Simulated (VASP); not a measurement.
**Y: single point with PBEsol**

Y:

```
Y
1.0
     3.61373    0.00000    0.00000
    -1.80687    3.12959    0.00000
     0.00000    0.00000    5.56639
Y
2
Cartesian
  0.0000 2.0864 1.3916
  1.8069 1.0432 4.1748
```

```yaml
Program: VASP 6.6.1
Task: single point
Functional: PBEsol
Potentials_or_basis: VASP PAW PBE potentials, release 64 (Y_sv)
Cutoff: 520 eV
k_mesh: 7 × 7 × 4
Occupations: methfessel-paxton, width 0.1 eV
Spin: no spin polarisation
Dipole_correction: no
Further_INCAR_settings: ALGO = Normal; EDIFF = 1e-06; NBANDS = 18
```

```yaml
Pressure: -0.1 GPa
Band_gap_on_the_k_mesh: zero (band 11 reaches 4.26 eV, above the bottom of band 12 at 2.60 eV)
```

Levels at points of the mesh, in eV from the Fermi level:
```tsv
k point	band 7	band 8	band 9	band 10	band 11	band 12	band 13	band 14
(0.00, 0.00, 0.00)	-22.24	-22.18	-4.80	-1.95	1.14	1.70	1.70	2.19
(0.00, 0.00, 0.50)	-22.30	-22.30	-3.27	-3.27	1.01	1.01	1.59	1.59
```

Run time: 30 s on 1 thread of Intel(R) Xeon(R) Platinum 8259CL CPU @ 2.50GHz (Skylake/Cascade Lake) (shared host), peak memory 0.19 GiB.

Caveat: the PAW data sets were made with another functional, which shifts forces and pressure a little.
